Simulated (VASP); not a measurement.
# Ti in VASP: further runs, part 2 of 2

VASP 6.6.1. Earlier steps stand in the parts before.

### 3 Single point, PBEsol (strain +0.080 along x and y, +0.080 along z)

Input file INCAR:

```
SYSTEM = Ti
ALGO = Normal
EDIFF = 1E-6
ENCUT = 520
GGA = PS
ISIF = 2
ISMEAR = 0
LASPH = .TRUE.
LCHARG = .FALSE.
LREAL = .FALSE.
LWAVE = .FALSE.
NBANDS = 12
NELM = 80
PREC = Accurate
SIGMA = 0.15
```

Input file KPOINTS:

```
k-points
0
G
  20 20 20
  0 0 0
```

Input file POSCAR:

```
Ti
1.0
   -1.7722800000      1.7722800000      1.7722800000
    1.7722800000     -1.7722800000      1.7722800000
    1.7722800000      1.7722800000     -1.7722800000
Ti
1
Direct
    0.0000000000      0.0000000000      0.0000000000
```

Potentials or basis: VASP PAW PBE potentials, release 64 (Ti_sv).

Run with:

```console
$ cat potpaw_PBE.64/Ti_sv/POTCAR > POTCAR
$ mpirun -np 1 vasp_std > vasp.out
```

OUTCAR:

```text
SYSTEM = Ti
   EDIFF = 1E-6
   ENCUT = 520
   GGA = PS
   ISIF = 2
   ISMEAR = 0
   LASPH = .TRUE.
   LREAL = .FALSE.
   NELM = 80
   PREC = Accurate

 ion  position               nearest neighbor table
   1  0.000  0.000  0.000-

  LATTYP: Found a body centered cubic cell.
 ALAT       =     3.5445600000

  Lattice vectors:

 A1 = (  -1.7722800000,   1.7722800000,   1.7722800000)
 A2 = (   1.7722800000,  -1.7722800000,   1.7722800000)
 A3 = (   1.7722800000,   1.7722800000,  -1.7722800000)

Analysis of symmetry for initial positions (statically):
=====================================================================
 Subroutine PRICEL returns:
 Original cell was already a primitive cell.

 Routine SETGRP: Setting up the symmetry group for a
 body centered cubic supercell.

 Subroutine GETGRP returns: Found 48 space group operations
 (whereof 48 operations were pure point group operations)
 out of a pool of 48 trial point group operations.

The static configuration has the point symmetry O_h .

Analysis of symmetry for dynamics (positions and initial velocities):
=====================================================================
 Subroutine PRICEL returns:
 Original cell was already a primitive cell.

 Routine SETGRP: Setting up the symmetry group for a
 body centered cubic supercell.

 Subroutine GETGRP returns: Found 48 space group operations
 (whereof 48 operations were pure point group operations)
 out of a pool of 48 trial point group operations.

The dynamic configuration has the point symmetry O_h .

 Subroutine INISYM returns: Found 48 space group operations
 (whereof 48 operations are pure point group operations),
 and found     1 'primitive' translations

----------------------------------------------------------------------------------------

                                     Primitive cell

  volume of cell :      22.2668

  direct lattice vectors                    reciprocal lattice vectors
    -1.772280000  1.772280000  1.772280000     0.000000000  0.282122464  0.282122464
     1.772280000 -1.772280000  1.772280000     0.282122464  0.000000000  0.282122464
     1.772280000  1.772280000 -1.772280000     0.282122464  0.282122464  0.000000000

  length of vectors
     3.069679005  3.069679005  3.069679005     0.398981414  0.398981414  0.398981414

  position of ions in fractional coordinates (direct lattice)
     0.000000000  0.000000000  0.000000000

  ion indices of the primitive-cell ions
   primitive index   ion index
                 1           1

----------------------------------------------------------------------------------------

 KPOINTS: k-points

Automatic generation of k-mesh.
 Grid dimensions read from file:
 generate k-points for:   20   20   20

 Generating k-lattice:

  Cartesian coordinates                     Fractional coordinates (reciprocal lattice)
     0.000000000  0.014106123  0.014106123     0.050000000  0.000000000  0.000000000
     0.014106123  0.000000000  0.014106123     0.000000000  0.050000000  0.000000000
     0.014106123  0.014106123  0.000000000     0.000000000  0.000000000  0.050000000

  Length of vectors
     0.019949071  0.019949071  0.019949071

  Shift w.r.t. Gamma in fractional coordinates (k-lattice)
     0.000000000  0.000000000  0.000000000

 Subroutine IBZKPT returns following result:
 ===========================================

 Found    256 irreducible k-points:

 Following reciprocal coordinates:
            Coordinates               Weight
  0.000000  0.000000  0.000000      1.000000
  0.050000  0.000000  0.000000     12.000000
  0.100000  0.000000  0.000000     12.000000
  0.150000  0.000000  0.000000     12.000000
  0.200000  0.000000  0.000000     12.000000
  0.250000  0.000000  0.000000     12.000000
[... 16 lines left out ...]
  0.200000  0.100000  0.000000     48.000000
  0.250000  0.100000 -0.000000     48.000000
 [... further k-points ...]
   k-points           NKPTS =    256   k-points in BZ     NKDIM =    256   number of bands    NBANDS=     12
   number of dos      NEDOS =    301   number of ions     NIONS =      1
   total plane-waves  NPLWV =  13824
   dimension x,y,z NGX =    24 NGY =   24 NGZ =   24
   dimension x,y,z NGXF=    48 NGYF=   48 NGZF=   48
   ions per type =               1
   NGX,Y,Z   is equivalent  to a cutoff of  13.00, 13.00, 13.00 a.u.
   NGXF,Y,Z  is equivalent  to a cutoff of  26.00, 26.00, 26.00 a.u.
 SYSTEM =  Ti
   PREC   = accura    normal or accurate (medium, high low for compatibility)
   ISTART =      0    job   : 0-new  1-cont  2-samecut
   ICHARG =      2    charge: 1-file 2-atom 10-const
   ISPIN  =      1    spin polarized calculation?
   LNONCOLLINEAR =      F non collinear calculations
   LSORBIT =      F    spin-orbit coupling
   LASPH  =      T    aspherical Exc in radial PAW
   ENCUT  =  520.0 eV  38.22 Ry    6.18 a.u.   5.71  5.71  5.71*2*pi/ulx,y,z
   NELM   =     80;   NELMIN=  2; NELMDL= -5     # of ELM steps
   EDIFF  = 0.1E-05   stopping-criterion for ELM
   LREAL  =      F    real-space projection
   EDIFFG = 0.1E-04   stopping-criterion for IOM
   NSW    =      0    number of steps for IOM
   IBRION =     -1    ionic relax: 0-MD 1-quasi-New 2-CG
   NFREE  =      0    steps in history (QN), initial steepest desc. (CG)
   ISIF   =      2    stress and relaxation
   ISYM   =      2    0-nonsym 1-usesym 2-fastsym
   POTIM  = 0.5000    time-step for ionic-motion
   TEBEG  =    0.0;   TEEND  =   0.0 temperature during run
   PSTRESS=    0.0 pullay stress
   NELECT =      12.0000    total number of electrons
   NUPDOWN=      -1.0000    fix difference up-down
   EMIN   =  10.00;   EMAX   =-10.00  energy-range for DOS
   EFERMI =   0.00;   METHOD = LEGACY
   ISMEAR =     0;   SIGMA  =   0.15  broadening in eV -4-tet -1-fermi 0-gaus
   EFERMI_NEDOS =   21; number of points for ismear=-14 and -15
   IALGO  =     38    algorithm
   IMIX   =      4    mixing-type and parameters
     AMIX     =   0.40;   BMIX     =  1.00
     AMIX_MAG =   1.60;   BMIX_MAG =  1.00
  volume/ion in A,a.u.               =      22.27       150.26
  Fermi-wavevector in a.u.,A,eV,Ry     =   1.332241  2.517571 24.148532  1.774867
  Thomas-Fermi vector in A             =   2.461191
   LORBIT       =      0    0 simple, 1 ext, 2 COOP (PROOUT), +10 PAW based schemes
   GGA     = PS    functional components
   LHFCALC =     F    Hartree Fock is set to
   AEXX    =    0.0000 exact exchange contribution
   IVDW    =     0    specifies the selected vdW correction
   LEPSILON=     F    determine dielectric tensor
   LRPA    =     F    only Hartree local field effects (RPA)
 non-spin polarized calculation
 Gauss-broadening in eV      SIGMA  =   0.15
  energy-cutoff  :      520.00
  volume of cell :       22.27
 maximum number of plane-waves:       616
   NGX = 11   NGY = 11   NGZ = 11

 number of electron      11.9999997 magnetization

 Free energy of the ion-electron system (eV)
  ---------------------------------------------------
  ext. energy  EPLUGINS =         0.00000000
  ---------------------------------------------------
  free energy    TOTEN  =        -7.80280293 eV

  energy without entropy =       -7.76537294  energy(sigma->0) =       -7.78408793

 E-fermi :   5.6420     XC(G=0): -10.4970

 val. band max:        5.6393583264   @ k =   0.2500   0.1000   0.0500
 cond. band min:       5.6523787557   @ k =   0.3000   0.0500   0.0000
 fundamental gap:      0.0130204292
 Fermi energy:         5.6419709878

 k-point     1 :       0.0000    0.0000    0.0000
  band No.  band energies     occupation
      1     -51.1661      2.00000
      2     -27.3135      2.00000
      3     -27.3135      2.00000
      4     -27.3135      2.00000
      5       0.2943      2.00000
      6       6.3874      0.00000
      7       6.3874      0.00000
      8       6.3874      0.00000
      9       7.6778      0.00000
     10       7.6778      0.00000
     11      21.3414      0.00000
     12      21.3414      0.00000
[... 331 lines left out ...]
 k-point    24 :       0.2500    0.1000   -0.0000
  band No.  band energies     occupation
      1     -51.1336      2.00000
      2     -27.5114      2.00000
      3     -27.3802      2.00000
      4     -27.3237      2.00000
      5       2.6102      2.00000
      6       5.6959      0.61124
      7       5.7873      0.17059
      8       7.4336      0.00000
      9       7.8372      0.00000
     10       7.9479      0.00000
     11      15.5495      0.00000
     12      17.9343      0.00000

 [... further k-points ...]

------------------------ aborting loop because EDIFF is reached ----------------------------------------

  FORCE on cell =-STRESS in cart. coord.  units (eV):
  Direction    XX          YY          ZZ          XY          YZ          ZX
  --------------------------------------------------------------------------------------
  -------------------------------------------------------------------------------------
  Total       -2.7469832     -2.7469832     -2.7469832      0.0000000      0.0000000     -0.0000000
  in kB     -197.6558083   -197.6558083   -197.6558083      0.0000000      0.0000000     -0.0000000
  external PRESSURE =    -197.6558083 kB  Pullay stress =       0.0000000 kB

 VOLUME and BASIS-vectors are now :
 -----------------------------------------------------------------------------
  energy-cutoff  :      520.00
  volume of cell :       22.27
      direct lattice vectors                 reciprocal lattice vectors
    -1.772280000  1.772280000  1.772280000     0.000000000  0.282122464  0.282122464
     1.772280000 -1.772280000  1.772280000     0.282122464  0.000000000  0.282122464
     1.772280000  1.772280000 -1.772280000     0.282122464  0.282122464  0.000000000

 POSITION                                       TOTAL-FORCE (eV/Angst)
 -----------------------------------------------------------------------------------
      0.00000      0.00000      0.00000        -0.000000     -0.000000      0.000000
 -----------------------------------------------------------------------------------
    total drift:                               -0.000000      0.000000      0.000000

  FREE ENERGIE OF THE ION-ELECTRON SYSTEM (eV)
  ---------------------------------------------------
  free  energy   TOTEN  =        -7.8028029329 eV

  energy  without entropy=       -7.7653729366  energy(sigma->0) =       -7.78408793
```

OSZICAR:

```text
N       E                     dE             d eps       ncg     rms          rms(c)
DAV:   1     0.869701126534E+02    0.86970E+02   -0.64752E+03  6156   0.113E+03
DAV:   2    -0.472547364460E+01   -0.91696E+02   -0.89425E+02  6300   0.293E+02
DAV:   3    -0.931885332291E+01   -0.45934E+01   -0.45330E+01  8924   0.660E+01
DAV:   4    -0.941566563702E+01   -0.96812E-01   -0.96584E-01  6820   0.864E+00
DAV:   5    -0.941817672460E+01   -0.25111E-02   -0.25110E-02  7616   0.127E+00    0.755E+00
DAV:   6    -0.780968522571E+01    0.16085E+01   -0.41806E+00  6508   0.264E+01    0.176E+00
DAV:   7    -0.780336726405E+01    0.63180E-02   -0.80401E-02  7032   0.300E+00    0.109E+00
DAV:   8    -0.780253670771E+01    0.83056E-03   -0.27538E-02  6780   0.215E+00    0.634E-02
DAV:   9    -0.780273540343E+01   -0.19870E-03   -0.74501E-04  7372   0.309E-01    0.528E-02
DAV:  10    -0.780280713244E+01   -0.71729E-04   -0.16017E-04  6896   0.113E-01    0.804E-03
DAV:  11    -0.780280388375E+01    0.32487E-05   -0.28389E-05  7348   0.695E-02    0.123E-02
DAV:  12    -0.780280293292E+01    0.95083E-06   -0.56783E-06  6860   0.304E-02
   1 F= -.78028029E+01 E0= -.77840879E+01  d E =-.374300E-01
```

stdout:

```text
POSCAR found type information on POSCAR Ti
 POSCAR found :  1 types and       1 ions
 scaLAPACK will be used
 -----------------------------------------------------------------------------
|                                                                             |
|                                                                             |
|     You enforced a specific xc type in the INCAR file but a different       |
|     I HOPE YOU KNOW WHAT YOU ARE DOING!                                     |
|                                                                             |
 -----------------------------------------------------------------------------

 LDA part: xc-table for (Slater+PW92), standard interpolation
 POSCAR, INCAR and KPOINTS ok, starting setup
 FFT: planning ... GRIDC
 FFT: planning ... GRID_SOFT
 FFT: planning ... GRID
 WAVECAR not read
 entering main loop
```

Wall time 18 s (1 thread of Intel Xeon 6975P-C (Granite Rapids), shared host); peak memory 0.18 GiB.

What came out:

| Item | Value |
| --- | --- |
| Free energy | -7.8028 eV |
| Pressure | -19.8 GPa |
| Band gap on the k mesh | zero (bands 6 and 7 overlap by 1.25 eV) |

Caveat: the cell differs from its parent crystal (strain +0.080 along x and y, +0.080 along z); the cell stands under tension; the PAW data sets were made with another functional, which shifts forces and pressure a little.

### 4 Single point, PBEsol (strain +0.000 along x and y, +0.040 along z)

Input file INCAR:

```
PREC = Accurate ; ENCUT = 520
EDIFF = 1E-6 ; ISMEAR = 0
SIGMA = 0.15 ; LREAL = F
LASPH = T ; NELM = 80
ALGO = Fast ; ISIF = 2
LWAVE = F ; LCHARG = F
GGA = PS ; NBANDS = 12
```

Input file KPOINTS:

```
Automatic mesh
0
Gamma
  20 20 20
```

Input file POSCAR:

```
Ti
1.0
   -1.6410000000      1.6410000000      1.7066400000
    1.6410000000     -1.6410000000      1.7066400000
    1.6410000000      1.6410000000     -1.7066400000
Ti
1
Direct
    0.0000000000      0.0000000000      0.0000000000
```

Run with:

```console
$ cat potpaw_PBE.64/Ti_sv/POTCAR > POTCAR
$ mpirun -np 1 vasp_std > vasp.out
```

It took 73 s on 1 thread of Intel Xeon 6975P-C (Granite Rapids), shared host; peak memory 0.25 GiB.

It converged, with:

- Free energy: -8.1861 eV
- Pressure: -10.0 GPa
- Band gap on the k mesh: zero (bands 6 and 7 overlap by 1.50 eV)

Stress tensor (GPa, compression positive):
```
-10.35   0.00   0.00
  0.00 -10.35   0.00
  0.00   0.00  -9.43
```

Levels at points of the mesh, in eV from the Fermi level:
```csv
k point,band 4,band 5,band 6,band 7,band 8,band 9
"(0.00, 0.00, 0.00)",-32.43,-5.83,0.85,0.85,1.10,2.42
"(0.50, 0.00, 0.00)",-32.43,-2.33,-0.25,0.91,2.40,2.89
"(0.50, 0.50, 0.00)",-32.45,-2.32,-0.56,1.16,2.74,2.97
"(0.50, 0.50, 0.50)",-32.81,-1.97,-1.88,3.61,3.68,3.68
```

Caveat: the cell differs from its parent crystal (strain +0.000 along x and y, +0.040 along z); the cell stands under tension; the PAW data sets were made with another functional, which shifts forces and pressure a little.

### 5 Single point, PBEsol (strain +0.040 along x and y, +0.000 along z)

Input file INCAR:

```
SYSTEM = Ti
ALGO = Fast
EDIFF = 1E-6
ENCUT = 520
GGA = PS
ISIF = 2
ISMEAR = 0
LASPH = .True.
LCHARG = .False.
LREAL = .False.
LWAVE = .False.
NBANDS = 12
NELM = 60
PREC = Accurate
SIGMA = 0.15
```

Input file KPOINTS:

```
k-points
0
Gamma
  20 20 20
  0 0 0
```

Input file POSCAR:

```
Ti
1.0
   -1.7066400000      1.7066400000      1.6410000000
    1.7066400000     -1.7066400000      1.6410000000
    1.7066400000      1.7066400000     -1.6410000000
Ti
1
Direct
    0.0000000000      0.0000000000      0.0000000000
```

Run with:

```console
$ cat potpaw_PBE.64/Ti_sv/POTCAR > POTCAR
$ mpirun -np 1 vasp_std > vasp.out
```

Run time: 77 s. Hardware: 1 thread of Intel Xeon 6975P-C (Granite Rapids), shared host; peak memory 0.25 GiB.

It converged, with:

* Free energy: -8.1342 eV
* Pressure: -12.8 GPa
* Band gap on the k mesh: zero (bands 6 and 7 overlap by 1.46 eV)

Stress tensor (GPa, compression positive):
```
-12.37   0.00   0.00
  0.00 -12.37   0.00
  0.00   0.00 -13.60
```

Levels at points of the mesh, in eV from the Fermi level:
| k point | band 2 | band 3 | band 4 | band 5 | band 6 | band 7 | band 8 | band 9 | band 10 | band 11 |
| --- | --- | --- | --- | --- | --- | --- | --- | --- | --- | --- |
| (0.00, 0.00, 0.00) | -32.55 | -32.55 | -32.55 | -5.74 | 0.73 | 0.98 | 0.98 | 2.30 | 2.59 | 16.52 |
| (0.50, 0.00, 0.00) | -33.04 | -32.71 | -32.56 | -2.24 | -0.42 | 0.98 | 2.46 | 2.84 | 3.78 | 7.86 |
| (0.50, 0.50, 0.00) | -33.05 | -32.70 | -32.54 | -2.26 | -0.12 | 0.74 | 2.23 | 2.66 | 3.75 | 7.59 |
| (0.50, 0.50, 0.50) | -32.91 | -32.91 | -32.87 | -1.85 | -1.77 | 3.45 | 3.45 | 3.52 | 7.27 | 7.27 |

Caveat: the cell differs from its parent crystal (strain +0.040 along x and y, +0.000 along z); the cell stands under tension; the PAW data sets were made with another functional, which shifts forces and pressure a little.

### 6 Single point, PBEsol (strain +0.040 along x and y, +0.080 along z)

Input file INCAR:

```
ALGO = Fast
EDIFF = 1E-6
ENCUT = 520
GGA = PS
ISIF = 2
ISMEAR = 0
LASPH = True
LCHARG = True
LELF = True
LREAL = False
LVHAR = True
LWAVE = False
NBANDS = 12
NELM = 60
PREC = Accurate
SIGMA = 0.15
```

Input file KPOINTS:

```
k-points
0
Gamma
  20 20 20
```

Input file POSCAR:

```
Ti
1.0
   -1.7066400000      1.7066400000      1.7722800000
    1.7066400000     -1.7066400000      1.7722800000
    1.7066400000      1.7066400000     -1.7722800000
Ti
1
Direct
    0.0000000000      0.0000000000      0.0000000000
```

Potentials or basis: VASP PAW PBE potentials, release 64 (Ti_sv).

Run with:

```console
$ cat potpaw_PBE.64/Ti_sv/POTCAR > POTCAR
$ mpirun -np 1 vasp_std > vasp.out
```

Wall time 76 s (1 thread of Intel Xeon 6975P-C (Granite Rapids), shared host); peak memory 0.27 GiB.

The run converged. Its results:

```
Free energy            : -7.9908 eV
Pressure               : -17.0 GPa
Band gap on the k mesh : zero (bands 6 and 7 overlap by 1.32 eV)
```

Stress tensor (GPa, compression positive):
```
-17.38   0.00   0.00
  0.00 -17.38   0.00
  0.00   0.00 -16.38
```

Levels at points of the mesh, in eV from the Fermi level:
| k point | band 3 | band 4 | band 5 | band 6 | band 7 | band 8 | band 9 | band 10 |
| --- | --- | --- | --- | --- | --- | --- | --- | --- |
| (0.00, 0.00, 0.00) | -32.77 | -32.76 | -5.55 | 0.75 | 0.75 | 0.96 | 2.11 | 2.35 |
| (0.50, 0.00, 0.00) | -32.89 | -32.76 | -2.09 | -0.19 | 0.67 | 2.08 | 2.48 | 3.39 |
| (0.50, 0.50, 0.00) | -32.89 | -32.78 | -2.07 | -0.44 | 0.89 | 2.35 | 2.55 | 3.43 |
| (0.50, 0.50, 0.50) | -33.03 | -33.03 | -1.64 | -1.56 | 3.10 | 3.16 | 3.16 | 6.45 |

Caveat: the cell differs from its parent crystal (strain +0.040 along x and y, +0.080 along z); the cell stands under tension; the PAW data sets were made with another functional, which shifts forces and pressure a little.

### 7 The runs side by side

| cell | gap on the mesh (eV) | pressure (GPa) |
| --- | --- | --- |
| a = 2.956 Å, angles 109.5°, 1 atom | none | -15.1 |
| a = 3.070 Å, angles 109.5°, 1 atom | none | -19.8 |
| a = 2.881 Å, angles 110.5, 110.5, 107.3°, 1 atom | none | -10.0 |
| a = 2.919 Å, angles 108.4, 108.4, 111.6°, 1 atom | none | -12.8 |
| a = 2.994 Å, angles 110.5, 110.5, 107.4°, 1 atom | none | -17.0 |

Alike in all rows: task single point; level PBEsol; potentials or basis VASP PAW PBE potentials, release 64 (Ti_sv); no spin polarisation; k mesh 20 × 20 × 20; cutoff (eV) 520; smearing gaussian 0.15 eV.

Caveats: the cell stands under tension; the PAW data sets were made with another functional, which shifts forces and pressure a little.

Total energies depend on the potentials used, so only differences within one code and one set of settings carry meaning.
